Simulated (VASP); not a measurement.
Write the native input for VASP 6.6.1 that does the following.

```
Task                   : single point
Functional             : PBE
Potentials or basis    : VASP PAW PBE potentials, release 64 (Zn, Cd, O)
Cutoff                 : 520 eV
k mesh                 : 12 × 12 × 6
Occupations            : gaussian, width 0.1 eV
Spin                   : no spin polarisation
Dipole correction      : no
Further INCAR settings : ALGO = Normal; EDIFF = 1e-07; NBANDS = 36
```

The structure of ZnCd2O3 lies in POSCAR:

```
ZnCd2O3
1.0
    3.4834302506      0.0000000000      0.0000000000
   -1.7417151253      3.0167390893      0.0000000000
    0.0000000000      0.0000000000      8.7221182405
Zn Cd O
1 2 3
Direct
    0.6666666667      0.3333333333      0.3345846144
    0.0000000000      0.0000000000      0.0142186617
    0.3333333333      0.6666666667      0.6600754264
    0.3333333333      0.6666666667      0.9123023806
    0.6666666667      0.3333333333      0.5596898425
    0.0000000000      0.0000000000      0.2691290742
```

The input as run:

INCAR

```
SYSTEM = ZnCd2O3
ALGO = Normal ; EDIFF = 1E-7
ENCUT = 520 ; GGA = PE
ISIF = 2 ; ISMEAR = 0
LASPH = .TRUE. ; LCHARG = .FALSE.
LREAL = .FALSE. ; LWAVE = .FALSE.
NBANDS = 36 ; NELM = 100
PREC = Accurate ; SIGMA = 0.1
```

KPOINTS

```
k-points
0
G
  12 12 6
  0 0 0
```

Potentials or basis: VASP PAW PBE potentials, release 64 (Zn, Cd, O).

The run is started by

```sh
$ cat potpaw_PBE.64/Zn/POTCAR potpaw_PBE.64/Cd/POTCAR potpaw_PBE.64/O/POTCAR > POTCAR
$ mpirun -np 1 vasp_std > vasp.out
```

Results of the run:

```yaml
Pressure: 1.1 GPa
Largest_force: 0.039 eV/Å
Band_gap_on_the_k_mesh: zero (filled and empty bands touch)
```

Wall time 7.1 min on 1 thread of AMD EPYC 7R43 64-Core Processor (Zen 3) (shared host), peak memory 0.41 GiB.
